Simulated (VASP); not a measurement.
GaCuSe2:

```
CELL_PARAMETERS angstrom
3.99135 0.00000 0.00000
0.00000 3.99135 0.00000
0.00000 0.00000 5.68934
ATOMIC_POSITIONS crystal
Cu 0.00000 0.00000 0.00000
Se 0.00000 0.50000 0.24029
Se 0.50000 0.00000 0.75971
Ga 0.50000 0.50000 0.50000
```

```yaml
Program: VASP 6.6.1
Task: relaxation of cell and atoms
Functional: PBEsol
Potentials_or_basis: VASP PAW PBE potentials, release 64 (Cu, Se, Ga_d)
Cutoff: 600 eV
k_mesh: 6 × 6 × 4
Occupations: fermi-dirac, width 0.02 eV
Spin: no spin polarisation
```

At the start: pressure -3.1 GPa; volume 22.66 Å³/atom.

Problem. How do energy, volume and symmetry change on relaxing?

Solution. Over 10 steps the energy falls by 11.5 meV/atom and the volume is 21.55 Å³/atom (-4.9 %); space group P-4m2 (No. 115, to 0.05 Å).

Step by step:
| step | energy change (eV) | largest force (eV/Å) | pressure (GPa) | volume (Å³) |
| --- | --- | --- | --- | --- |
| 1 | 0.0000 | 0.0455 | -3.15 | 90.64 |
| 2 | -0.0411 | 0.0659 | 0.92 | 84.92 |
| 3 | -0.0455 | 0.0615 | 0.08 | 86.15 |
| 4 | -0.0455 | 0.0613 | -0.01 | 86.25 |
| 5 | -0.0457 | 0.0312 | -0.02 | 86.24 |
| 6 | -0.0458 | 0.0014 | -0.01 | 86.24 |
| 7 | -0.0458 | 0.0011 | -0.04 | 86.24 |
| 8 | -0.0458 | 0.0023 | 0.02 | 86.16 |
| 9 | -0.0458 | 0.0026 | 0.12 | 86.15 |
| 10 | -0.0458 | 0.0016 | 0.00 | 86.21 |

Final structure:
```cif
data_structure
_symmetry_space_group_name_H-M 'P 1'
_symmetry_Int_Tables_number 1
_cell_length_a 3.9267
_cell_length_b 3.9267
_cell_length_c 5.5909
_cell_angle_alpha 90.000
_cell_angle_beta 90.000
_cell_angle_gamma 90.000
_cell_volume 86.21
loop_
_atom_site_label
_atom_site_type_symbol
_atom_site_fract_x
_atom_site_fract_y
_atom_site_fract_z
_atom_site_occupancy
Cu1 Cu 0.00000 0.00000 0.00000 1
Se1 Se 0.00000 0.50000 0.23895 1
Se2 Se 0.50000 0.00000 0.76105 1
Ga1 Ga 0.50000 0.50000 0.50000 1
```

Caveat: the PAW data sets were made with another functional, which shifts forces and pressure a little.
